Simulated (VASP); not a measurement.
# Ge2Sb2Te5 (P-3m1) in VASP: further runs, part 2 of 2

VASP 6.6.1. The steps go on from the part before.

## 5. Single point, PBEsol

Input file INCAR:

```
ALGO = Fast
EDIFF = 1E-6
ENCUT = 520
GGA = PS
ISIF = 2
ISMEAR = 0
LASPH = T
LCHARG = F
LREAL = F
LWAVE = F
NBANDS = 44
NELM = 60
PREC = Accurate
SIGMA = 0.01
```

Input file KPOINTS:

```
k-points
0
Gamma
  12 12 2
```

Input file POSCAR:

```
Ge2Sb2Te5
1.0
    4.2024591227      0.0000000000      0.0000000000
   -2.1012295613      3.6394363586      0.0000000000
    0.0000000000      0.0000000000     17.0999746121
Ge Sb Te
2 2 5
Direct
    0.0000000000      0.0000000000      0.3380947264
    0.0000000000      0.0000000000      0.6619052736
    0.3333333333      0.6666666667      0.1167361260
    0.6666666667      0.3333333333      0.8832638740
    0.0000000000      0.0000000000      0.0000000000
    0.3333333333      0.6666666667      0.7810729930
    0.6666666667      0.3333333333      0.2189270070
    0.3333333333      0.6666666667      0.4207070630
    0.6666666667      0.3333333333      0.5792929370
```

On the command line:

```console
$ cat potpaw_PBE.64/Ge_d/POTCAR potpaw_PBE.64/Sb/POTCAR potpaw_PBE.64/Te/POTCAR > POTCAR
$ mpirun -np 1 vasp_std > vasp.out
```

Wall time 9.9 min (1 thread of Oxide Virtual Turin-like, shared host); peak memory 0.56 GiB.

Results (log left out):

| Quantity | Value |
| --- | --- |
| Free energy | -37.4255 eV |
| Pressure | 0.1 GPa |
| Largest force | 0.029 eV/Å |
| Band gap on the k mesh | zero (bands 34 and 35 overlap by 0.04 eV) |

Forces in eV/Å, atoms in the order of the input:
```
Ge   0.000  0.000 -0.014
Ge   0.000  0.000  0.014
Sb   0.000  0.000 -0.027
Sb   0.000  0.000  0.027
Te   0.000  0.000  0.000
Te   0.000  0.000 -0.029
Te   0.000  0.000  0.029
Te   0.000  0.000  0.018
Te   0.000  0.000 -0.018
```

Levels at points of the mesh, in eV from the Fermi level:
```
           k point  band 30  band 31  band 32  band 33  band 34  band 35  band 36  band 37  band 38  band 39
(0.00, 0.00, 0.00)    -1.48    -1.48    -1.33    -1.04    -0.12     0.00     0.00     0.52     0.95     0.95
(0.50, 0.00, 0.00)    -2.42    -2.03    -1.92    -1.23    -1.14     0.20     0.56     0.59     1.42     1.64
(0.00, 0.00, 0.50)    -1.62    -1.55    -1.55    -0.95    -0.13     0.05     0.05     0.54     0.81     0.81
(0.50, 0.00, 0.50)    -2.65    -2.35    -2.08    -1.72    -0.51    -0.03     0.38     0.99     1.59     1.84
```

Caveat: the PAW data sets were made with another functional, which shifts forces and pressure a little; spin-orbit coupling is left out, which moves the levels of the heavy elements.

## 6. Single point, PBEsol

Input file INCAR:

```
  PREC = Accurate
  ENCUT = 520
  EDIFF = 1E-6
  ISMEAR = 0
  SIGMA = 0.1
  LREAL = F
  LASPH = T
  NELM = 60
  ALGO = Fast
  ISIF = 2
  LWAVE = F
  LCHARG = T
  GGA = PS
  LELF = T
  LVHAR = T
  NBANDS = 44
```

Input file KPOINTS:

```
regular mesh
0
Gamma
  12 12 2
```

Input file POSCAR:

```
Ge2Sb2Te5
1.0
    4.2017340030      0.0000000000      0.0000000000
   -2.1008670015      3.6388083866      0.0000000000
    0.0000000000      0.0000000000     17.1060849973
Ge Sb Te
2 2 5
Direct
    0.0000000000      0.0000000000      0.3381076148
    0.0000000000      0.0000000000      0.6618923852
    0.3333333333      0.6666666667      0.1166940764
    0.6666666667      0.3333333333      0.8833059236
    0.0000000000      0.0000000000      0.0000000000
    0.3333333333      0.6666666667      0.7810582580
    0.6666666667      0.3333333333      0.2189417420
    0.3333333333      0.6666666667      0.4206821847
    0.6666666667      0.3333333333      0.5793178153
```

Potentials or basis: VASP PAW PBE potentials, release 64 (Ge_d, Sb, Te).

On the command line:

```console
$ cat potpaw_PBE.64/Ge_d/POTCAR potpaw_PBE.64/Sb/POTCAR potpaw_PBE.64/Te/POTCAR > POTCAR
$ mpirun -np 1 vasp_std > vasp.out
```

OUTCAR:

```text
PREC = Accurate
   ENCUT = 520
   EDIFF = 1E-6
   ISMEAR = 0
   LREAL = F
   LASPH = T
   NELM = 60
   ISIF = 2
   GGA = PS

 ion  position               nearest neighbor table
   1  0.000  0.000  0.338-   8 2.81   8 2.81   8 2.81   7 3.17   7 3.17   7 3.17
   2  0.000  0.000  0.662-   9 2.81   9 2.81   9 2.81   6 3.17   6 3.17   6 3.17
   3  0.333  0.667  0.117-   7 2.99   7 2.99   7 2.99   5 3.14   5 3.14   5 3.14
   4  0.667  0.333  0.883-   6 2.99   6 2.99   6 2.99   5 3.14   5 3.14   5 3.14
   5  0.000  0.000  0.000-   3 3.14   4 3.14   4 3.14   3 3.14   4 3.14   3 3.14
   6  0.333  0.667  0.781-   4 2.99   4 2.99   4 2.99   2 3.17   2 3.17   2 3.17
   7  0.667  0.333  0.219-   3 2.99   3 2.99   3 2.99   1 3.17   1 3.17   1 3.17
   8  0.333  0.667  0.421-   1 2.81   1 2.81   1 2.81   9 3.64   9 3.64   9 3.64
   9  0.667  0.333  0.579-   2 2.81   2 2.81   2 2.81   8 3.64   8 3.64   8 3.64

  LATTYP: Found a hexagonal cell.
 ALAT       =     4.2017340030
 C/A-ratio  =     4.0711965548

  Lattice vectors:

 A1 = (   4.2017340030,   0.0000000000,   0.0000000000)
 A2 = (  -2.1008670015,   3.6388083866,   0.0000000000)
 A3 = (   0.0000000000,   0.0000000000,  17.1060849973)

Analysis of symmetry for initial positions (statically):
=====================================================================
 Subroutine PRICEL returns:
 Original cell was already a primitive cell.

 Routine SETGRP: Setting up the symmetry group for a
 hexagonal supercell.

 Subroutine GETGRP returns: Found 12 space group operations
 (whereof 12 operations were pure point group operations)
 out of a pool of 24 trial point group operations.

The static configuration has the point symmetry D_3d.

Analysis of symmetry for dynamics (positions and initial velocities):
=====================================================================
 Subroutine PRICEL returns:
 Original cell was already a primitive cell.

[... 142 lines left out ...]
  volume/ion in A,a.u.               =      29.06       196.11
  Fermi-wavevector in a.u.,A,eV,Ry     =   1.044877  1.974531 14.854394  1.091767
  Thomas-Fermi vector in A             =   2.179648
   LORBIT       =      0    0 simple, 1 ext, 2 COOP (PROOUT), +10 PAW based schemes
   GGA     = PS    functional components
   LHFCALC =     F    Hartree Fock is set to
   AEXX    =    0.0000 exact exchange contribution
   IVDW    =     0    specifies the selected vdW correction
   LEPSILON=     F    determine dielectric tensor
   LRPA    =     F    only Hartree local field effects (RPA)
 non-spin polarized calculation
 RMM-DIIS sequential band-by-band and
 Gauss-broadening in eV      SIGMA  =   0.10
  energy-cutoff  :      520.00
  volume of cell :      261.54
 maximum number of plane-waves:      7074
 NGX is ok and might be reduce to    32
   NGX = 15   NGY = 15   NGZ = 63

 number of electron      68.0000037 magnetization

 Free energy of the ion-electron system (eV)
  ---------------------------------------------------
  ext. energy  EPLUGINS =         0.00000000
  ---------------------------------------------------
  free energy    TOTEN  =       -37.42945973 eV

  energy without entropy =      -37.42303209  energy(sigma->0) =      -37.42624591

 E-fermi :   6.7506     XC(G=0):  -9.7601

 val. band max:        6.7413195349   @ k =   0.0833   0.0000   0.5000
 cond. band min:       6.7589129516   @ k =   0.0000   0.0000   0.0000
 fundamental gap:      0.0175934168
 Fermi energy:         6.7505847200

 k-point     1 :       0.0000    0.0000    0.0000
  band No.  band energies     occupation
      1     -18.0721      2.00000
      2     -18.0721      2.00000
      3     -18.0721      2.00000
      4     -18.0721      2.00000
      5     -18.0597      2.00000
      6     -18.0597      2.00000
[... 1117 lines left out ...]
     43       9.7497      0.00000
     44       9.7927      0.00000

 [... further k-points ...]
[... 5 lines left out ...]
  --------------------------------------------------------------------------------------
  -------------------------------------------------------------------------------------
  Total        0.1134997      0.1134997      0.1417538     -0.0000000     -0.0000000      0.0000000
  in kB        0.6952918      0.6952918      0.8683745     -0.0000000     -0.0000000      0.0000000
  external PRESSURE =       0.7529860 kB  Pullay stress =       0.0000000 kB

 VOLUME and BASIS-vectors are now :
 -----------------------------------------------------------------------------
  energy-cutoff  :      520.00
  volume of cell :      261.54
      direct lattice vectors                 reciprocal lattice vectors
     4.201734003  0.000000000  0.000000000     0.237996979  0.137407620  0.000000000
    -2.100867002  3.638808387  0.000000000     0.000000000  0.274815240  0.000000000
     0.000000000  0.000000000 17.106084997     0.000000000  0.000000000  0.058458730

 POSITION                                       TOTAL-FORCE (eV/Angst)
 -----------------------------------------------------------------------------------
      0.00000      0.00000      5.78370         0.000000      0.000000     -0.017426
      0.00000      0.00000     11.32239        -0.000000     -0.000000      0.017426
     -0.00000      2.42587      1.99618        -0.000000      0.000000     -0.023809
      2.10087      1.21294     15.10991         0.000000     -0.000000      0.023809
      0.00000      0.00000      0.00000        -0.000000      0.000000      0.000000
     -0.00000      2.42587     13.36085        -0.000000      0.000000     -0.027483
      2.10087      1.21294      3.74524        -0.000000      0.000000      0.027483
     -0.00000      2.42587      7.19623        -0.000000      0.000000      0.019540
      2.10087      1.21294      9.90986         0.000000      0.000000     -0.019540
 -----------------------------------------------------------------------------------
    total drift:                               -0.000000     -0.000000      0.000000

  FREE ENERGIE OF THE ION-ELECTRON SYSTEM (eV)
  ---------------------------------------------------
  free  energy   TOTEN  =       -37.4294597350 eV

  energy  without entropy=      -37.4230320891  energy(sigma->0) =      -37.42624591
```

OSZICAR:

```text
N       E                     dE             d eps       ncg     rms          rms(c)
DAV:   1     0.602805338547E+03    0.60281E+03   -0.27419E+04  4164   0.210E+03
DAV:   2     0.631735474147E+02   -0.53963E+03   -0.51773E+03  3568   0.601E+02
DAV:   3    -0.308263458429E+02   -0.94000E+02   -0.90472E+02  3948   0.153E+02
DAV:   4    -0.374576382909E+02   -0.66313E+01   -0.65436E+01  4044   0.474E+01
DAV:   5    -0.376998420885E+02   -0.24220E+00   -0.24129E+00  4584   0.930E+00    0.124E+01
RMM:   6    -0.375667787653E+02    0.13306E+00   -0.47209E-01  4637   0.218E+00    0.898E+00
RMM:   7    -0.377453979190E+02   -0.17862E+00   -0.42663E-01  4730   0.196E+00    0.362E+00
RMM:   8    -0.374301083250E+02    0.31529E+00   -0.13302E-01  4639   0.122E+00    0.333E-01
RMM:   9    -0.374291400262E+02    0.96830E-03   -0.25984E-02  5031   0.580E-01    0.220E-01
RMM:  10    -0.374293890219E+02   -0.24900E-03   -0.53028E-03  5511   0.257E-01    0.146E-01
RMM:  11    -0.374294650306E+02   -0.76009E-04   -0.88416E-04  5782   0.977E-02    0.578E-02
RMM:  12    -0.374294559793E+02    0.90513E-05   -0.12570E-04  5300   0.429E-02    0.145E-02
RMM:  13    -0.374294591386E+02   -0.31593E-05   -0.41416E-05  5100   0.242E-02    0.194E-02
RMM:  14    -0.374294597350E+02   -0.59639E-06   -0.92898E-06  4053   0.104E-02
   1 F= -.37429460E+02 E0= -.37426246E+02  d E =-.642765E-02
```

stdout:

```text
POSCAR found type information on POSCAR GeSbTe
 POSCAR found :  3 types and       9 ions
 scaLAPACK will be used
 -----------------------------------------------------------------------------
|                                                                             |
|                                                                             |
|     You enforced a specific xc type in the INCAR file but a different       |
|     I HOPE YOU KNOW WHAT YOU ARE DOING!                                     |
|                                                                             |
 -----------------------------------------------------------------------------

 LDA part: xc-table for (Slater+PW92), standard interpolation
 POSCAR, INCAR and KPOINTS ok, starting setup
 FFT: planning ... GRIDC
 FFT: planning ... GRID_SOFT
 FFT: planning ... GRID
 WAVECAR not read
 entering main loop
```

It took 7.7 min on 1 thread of Oxide Virtual Turin-like, shared host; peak memory 0.56 GiB.

What came out:

| Property | Result |
| --- | --- |
| Free energy | -37.4295 eV |
| Pressure | 0.1 GPa |
| Largest force | 0.027 eV/Å |
| Band gap on the k mesh | zero (bands 34 and 35 overlap by 0.04 eV) |

Forces on the atoms (eV/Å):
```
Ge   0.000  0.000 -0.017
Ge   0.000  0.000  0.017
Sb   0.000  0.000 -0.024
Sb   0.000  0.000  0.024
Te   0.000  0.000  0.000
Te   0.000  0.000 -0.027
Te   0.000  0.000  0.027
Te   0.000  0.000  0.020
Te   0.000  0.000 -0.020
```

Caveat: the PAW data sets were made with another functional, which shifts forces and pressure a little; spin-orbit coupling is left out, which moves the levels of the heavy elements.

## 7. Overview

| cell | smearing | gap on the mesh (eV) | pressure (GPa) | largest force (eV/Å) |
| --- | --- | --- | --- | --- |
| a = 4.202, b = 4.202, c = 17.100 Å, angles 90.0, 90.0, 120.0°, 9 atoms, atomic positions A | gaussian 0.01 eV | none | 0.1 | 0.03 |
| a = 4.202, b = 4.202, c = 17.106 Å, angles 90.0, 90.0, 120.0°, 9 atoms, atomic positions B | gaussian 0.1 eV | none | 0.1 | 0.03 |
| a = 4.169, b = 4.169, c = 16.855 Å, angles 90.0, 90.0, 120.0°, 9 atoms, atomic positions C | gaussian 0.1 eV | none | 1.4 | 0.03 |

Alike in all rows: task single point; level PBEsol; potentials or basis VASP PAW PBE potentials, release 64 (Ge_d, Sb, Te); no spin polarisation; k mesh 12 × 12 × 2; cutoff (eV) 520.

Caveats: the PAW data sets were made with another functional, which shifts forces and pressure a little; spin-orbit coupling is left out, which moves the levels of the heavy elements.

Absolute energies hang on the potentials; compare differences alone.

The gap in the log of VASP goes by the Fermi energy; the results here count the filled bands.